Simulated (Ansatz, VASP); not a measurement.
**Hg2Se in VASP and in Ansatz**

File INCAR:

```
ALGO = Normal ; EDIFF = 1E-7
EDIFFG = -0.01 ; ENCUT = 600
GGA = PE ; IBRION = 2
ISIF = 3 ; ISMEAR = 0
LASPH = True ; LCHARG = False
LREAL = False ; LWAVE = False
NELM = 60 ; NSW = 100
PREC = Accurate ; SIGMA = 0.1
```

Contents of KPOINTS:

```
k-points
0
Gamma
  12 12 12
```

The input POSCAR:

```
Hg2Se
1.0
    2.1086744033      1.2174437344      5.1535861123
   -2.1086744033      1.2174437344      5.1535861123
    0.0000000000     -2.4348874688      5.1535861123
Hg Se
2 1
Direct
    0.7718483369      0.7718483369      0.7718483369
    0.2281516631      0.2281516631      0.2281516631
    0.0000000000      0.0000000000      0.0000000000
```

Input for Ansatz:

```yaml
crystal:
  lattice:
    - [2.1086744033, 1.2174437344, 5.1535861123]
    - [-2.1086744033, 1.2174437344, 5.1535861123]
    - [0.0, -2.4348874688, 5.1535861123]
  atoms:
    - { symbol: Hg, position: [0.7718483369, 0.7718483369, 0.7718483369] }
    - { symbol: Hg, position: [0.2281516631, 0.2281516631, 0.2281516631] }
    - { symbol: Se, position: [0.0, 0.0, 0.0] }
basis:
  ecutwfc: 420
kpoints:
  mp_grid: { grid: [12, 12, 12] }
hamiltonian:
  xc: pbe
scf:
  occupations: { method: gaussian, width: 0.1 }
output:
  forces: true
  stress: true
  eigenvalues: true
relax:
  adjacent_minimum: "off"
  f_tol: 0.01
  max_steps: 80
  cell: { stress_tol: 0.05 }
```

Alike in both runs: task relaxation of cell and atoms; functional PBE; k mesh 12 × 12 × 12; occupations gaussian, width 0.1 eV; no spin polarisation.

|  | VASP | Ansatz |
| --- | --- | --- |
| version | VASP 6.6.1 | Ansatz 0.2.0 |
| potentials or method | VASP PAW PBE potentials, release 64 (Hg, Se), cutoff 600 eV | scalar-relativistic, plane waves, PAW |
| valence electrons in the cell | 30 | 56 |

```csv
,VASP,Ansatz,Ansatz less VASP
"gap on the k mesh at the Fermi level, each at its own relaxed structure (eV)",none,none,-
relaxed volume (Å³/atom),26.62,26.46,-0.159
relaxed cell length with the largest relative difference (Å),5.708,5.700,-0.0086
```

A gap of «none» marks a metal or a gap that the smearing closes. VASP's potentials hold 30 valence electrons a cell and Ansatz's 56, so a difference there can come from the potentials and not from the codes.

Spin-orbit coupling is off throughout.
